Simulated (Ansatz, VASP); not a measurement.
## Two plane-wave programs on Ge2Sb2O

```
CELL_PARAMETERS angstrom
4.19771 0.00000 0.00000
-2.09886 3.63533 0.00000
0.00000 0.00000 9.29385
ATOMIC_POSITIONS crystal
Ge 0.00000 0.00000 0.19204
Ge 0.00000 0.00000 0.80796
Sb 0.66667 0.33333 0.67953
Sb 0.33333 0.66667 0.32047
O 0.00000 0.00000 0.00000
```

Alike in both runs: functional PBE; k mesh 12 × 12 × 4; occupations gaussian, width 0.01 eV; no spin polarisation.

Ansatz relaxed the structure, and its values are those at the end. VASP's run is a single point on that final structure, the one shown.

|  | VASP | Ansatz |
| --- | --- | --- |
| version | VASP 6.6.1 | Ansatz 0.2.0 |
| potentials or method | VASP PAW PBE potentials, release 64 (Ge_d, Sb, O), cutoff 520 eV | scalar-relativistic, plane waves, PAW |
| valence electrons in the cell | 44 | 64 |

Ansatz gave:

* gap on the k mesh at the Fermi level (eV): 0.23
* least direct gap on the mesh (eV): 0.33
* pressure (GPa): 0.0
* rms of the force components (eV/Å): 0.000

Question: What did VASP give for the same quantities?

Answer: gap on the k mesh at the Fermi level (eV): 0.23; least direct gap on the mesh (eV): 0.31; pressure (GPa): 0.0; rms of the force components (eV/Å): 0.021.

VASP's potentials hold 44 valence electrons a cell and Ansatz's 64, so a difference there can come from the potentials and not from the codes.

Neither program's run includes spin-orbit coupling.
